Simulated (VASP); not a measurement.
Sb: relaxation of cell and atoms with PBEsol

Sb:

```
CELL_PARAMETERS angstrom
2.15420 1.24373 3.75800
-2.15420 1.24373 3.75800
0.00000 -2.48746 3.75800
ATOMIC_POSITIONS crystal
Sb 0.23349 0.23349 0.23349
Sb 0.76651 0.76651 0.76651
```

```
Program                : VASP 6.6.1
Task                   : relaxation of cell and atoms
Functional             : PBEsol
Potentials or basis    : VASP PAW PBE potentials, release 64 (Sb)
Cutoff                 : 600 eV
k mesh                 : 6 × 6 × 6
Occupations            : fermi-dirac, width 0.05 eV
Spin                   : no spin polarisation
Dipole correction      : no
Further INCAR settings : ALGO = Normal; EDIFF = 1e-06; IBRION = 2; EDIFFG = -0.01; NSW = 80; ISIF = 3
```

The relaxed volume is 30.19 Å³/atom and the relaxed cell is a = 4.489 Å, b = 4.489 Å, c = 4.489 Å, α = 57.57°, β = 57.57°, γ = 57.57°. The space group after relaxing (to 0.05 Å) is R-3m (No. 166). The energy gained by relaxing is 0.5 meV/atom, the ionic steps are 5 and the pressure after relaxing is 0.0 GPa. The largest force after relaxing is 0.003 eV/Å and the band gap on the k mesh is zero (band 5 reaches 7.17 eV, above the bottom of band 6 at 6.90 eV).

Forces on the atoms (eV/Å):
```
Sb   0.000  0.000  0.003
Sb   0.000  0.000 -0.003
```

The path:
```
step  energy change (eV)  largest force (eV/Å)  pressure (GPa)  volume (Å³)
   1              0.0000                0.0699            0.26        60.41
   2             -0.0004                0.0000           -0.26        60.84
   3             -0.0005                0.0208           -0.11        60.71
   4             -0.0007                0.0156           -0.08        60.61
   5             -0.0010                0.0034            0.01        60.37
```

Final structure:
```yaml
crystal:
  lattice:
    - [2.16136, 1.24786, 3.73088]
    - [-2.16136, 1.24786, 3.73088]
    - [0.00000, -2.49572, 3.73088]
  atoms:
    - { symbol: Sb, position: [0.23418, 0.23418, 0.23418] }
    - { symbol: Sb, position: [0.76582, 0.76582, 0.76582] }
```

Levels at points of the mesh, in eV from the Fermi level:
| k point | band 3 | band 4 | band 5 | band 6 | band 7 | band 8 |
| --- | --- | --- | --- | --- | --- | --- |
| (0.00, 0.00, 0.00) | -2.02 | -1.82 | -1.82 | 2.12 | 2.71 | 2.71 |
| (0.50, 0.00, 0.00) | -1.90 | -1.75 | -0.31 | -0.25 | 0.17 | 0.41 |
| (0.50, 0.50, 0.00) | -5.50 | -3.76 | -3.70 | 1.49 | 4.95 | 5.46 |
| (0.50, 0.50, 0.50) | -1.32 | -1.32 | -0.55 | 0.05 | 0.05 | 1.01 |

It took 100 s on 1 thread of Intel Xeon 8259CL (shared host), peak memory 0.21 GiB.

Caveat: the PAW data sets were made with another functional, which shifts forces and pressure a little; spin-orbit coupling is left out, which moves the levels of the heavy elements.
